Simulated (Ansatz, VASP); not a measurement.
## One calculation of SiC, two programs

Contents of INCAR:

```
SYSTEM = SiC
  ALGO = Normal
  EDIFF = 1E-7
  ENCUT = 520
  GGA = PS
  ISIF = 2
  ISMEAR = 0
  LASPH = .True.
  LCHARG = .True.
  LELF = .True.
  LREAL = .False.
  LVHAR = .True.
  LWAVE = .False.
  NBANDS = 16
  NELM = 60
  PREC = Accurate
  SIGMA = 0.01
```

Contents of KPOINTS:

```
k-points
0
Gamma
  8 8 6
  0 0 0
```

File POSCAR:

```
SiC
1.0
    3.0757719568      0.0000000000      0.0000000000
   -1.5378859784      2.6636966508      0.0000000000
    0.0000000000      0.0000000000      5.0475313053
Si C
2 2
Direct
    0.3333333333      0.6666666667      0.0045931152
    0.6666666667      0.3333333333      0.5045931152
    0.3333333333      0.6666666667      0.3804068848
    0.6666666667      0.3333333333      0.8804068848
```

Input for Ansatz:

```yaml
crystal:
  lattice:
    - [3.07577195677, 0.0, 0.0]
    - [-1.53788597839, 2.66369665081, 0.0]
    - [0.0, 0.0, 5.0475313053]
  atoms:
    - { symbol: Si, position: [0.333333333333, 0.666666666667, 0.004593115187] }
    - { symbol: Si, position: [0.666666666667, 0.333333333333, 0.504593115187] }
    - { symbol: C, position: [0.333333333333, 0.666666666667, 0.380406884813] }
    - { symbol: C, position: [0.666666666667, 0.333333333333, 0.880406884813] }
kpoints:
  mp_grid: { grid: [8, 8, 6] }
scf:
  occupations: { method: fixed }
  convergence: { dr2_threshold: 1.0e-10 }
hamiltonian:
  xc: pbesol
  pseudopotentials: { kind: all_electron, lapw: { basis_error: 0.0005 } }
output:
  forces: true
  stress: true
  eigenstates:
    kpoints:
      - [0.0, 0.0, 0.0]
      - [-0.666666667, 0.333333333, 0.0]
      - [0.5, -0.5, 0.0]
      - [0.0, 0.5, 0.0]
      - [0.5, 0.0, 0.0]
      - [0.0, 0.0, -0.5]
      - [-0.5, 0.0, -0.5]
      - [-0.5, 0.5, -0.5]
      - [0.0, -0.5, -0.5]
  eigenvalues: true
```

Change from the starting cell: unstrained.

Alike in both runs: task single point; functional PBEsol; k mesh 8 × 8 × 6; no spin polarisation.

|  | VASP | Ansatz |
| --- | --- | --- |
| version | VASP 6.6.1 | Ansatz 0.2.0 |
| potentials or method | VASP PAW PBE potentials, release 64 (Si, C), cutoff 520 eV | all-electron LAPW, scalar-relativistic |
| occupations | gaussian, width 0.01 eV | fixed |

|  | VASP | Ansatz | Ansatz less VASP |
| --- | --- | --- | --- |
| gap on the k mesh at the Fermi level (eV) | 2.37 | 2.38 | +0.010 |
| pressure (GPa) | 0.4 | 0.0 | -0.41 |

VASP's potentials were made for PBE, not for PBEsol. Ansatz ran all-electron here, and VASP with PAW potentials.
